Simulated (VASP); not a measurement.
Here is a VASP 6.6.1 calculation.

The input INCAR:

```
SYSTEM = ZrB2
ALGO = Normal
EDIFF = 1E-7
ENCUT = 520
GGA = PS
ISIF = 2
ISMEAR = 0
LASPH = .True.
LCHARG = .False.
LREAL = .False.
LWAVE = .False.
NBANDS = 16
NELM = 60
PREC = Accurate
SIGMA = 0.15
```

Contents of KPOINTS:

```
k-points
0
Gamma
  15 15 12
  0 0 0
```

The input POSCAR:

```
ZrB2
1.0
    3.1864000000      0.0000000000      0.0000000000
   -1.5932000000      2.7595033466      0.0000000000
    0.0000000000      0.0000000000      3.3314000000
Zr B
1 2
Direct
    0.0000000000      0.0000000000      0.0000000000
    0.3333333333      0.6666666667      0.5000000000
    0.6666666667      0.3333333333      0.5000000000
```

Potentials or basis: VASP PAW PBE potentials, release 64 (Zr_sv, B).

The run is started by

```bash
$ cat potpaw_PBE.64/Zr_sv/POTCAR potpaw_PBE.64/B/POTCAR > POTCAR
$ mpirun -np 1 vasp_std > vasp.out
```

**Question.** What does it give for the band gap on the k mesh?

**Answer.** Zero (bands 9 and 10 overlap by 0.94 eV).

**Question.** Predict the pressure.

**Answer.** 8.3 GPa.

Stress tensor (GPa, compression positive):
```
 1.27  0.00  0.00
 0.00  1.27  0.00
 0.00  0.00 22.38
```

Caveat: the cell stands under pressure; the PAW data sets were made with another functional, which shifts forces and pressure a little.
